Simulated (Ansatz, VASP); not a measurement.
**Ta2C: VASP beside Ansatz**

```xyz
3
Lattice="3.1102 0.0000 0.0000 -1.5551 2.6935 0.0000 0.0000 0.0000 4.9423" Properties=species:S:1:pos:R:3 pbc="T T T"
Ta    0.0000    1.7957    1.2532
Ta    1.5551    0.8978    3.6891
C     0.0000    0.0000    0.0000
```

Alike in both runs: functional r2SCAN; k mesh 18 × 18 × 8; occupations gaussian, width 0.1 eV; no spin polarisation.

Ansatz relaxed the structure, and its values are those at the end. VASP's run is a single point on that final structure, the one shown.

|  | VASP | Ansatz |
| --- | --- | --- |
| version | VASP 6.6.1 | Ansatz 0.2.0 |
| potentials or method | VASP PAW PBE potentials, release 64 (Ta_pv, C), cutoff 520 eV | scalar-relativistic, plane waves, PAW |
| valence electrons in the cell | 26 | 30 |

```tsv
	VASP	Ansatz	Ansatz less VASP
gap on the k mesh at the Fermi level (eV)	none	none	-
pressure (GPa)	0.9	0.0	-0.86
rms of the force components (eV/Å)	0.021	0.001	-0.0201
```

VASP's potentials were made for PBE, not for r2SCAN. A gap of «none» marks a metal or a gap that the smearing closes. VASP's potentials hold 26 valence electrons a cell and Ansatz's 30, so a difference there can come from the potentials and not from the codes.

Neither program's run includes spin-orbit coupling.
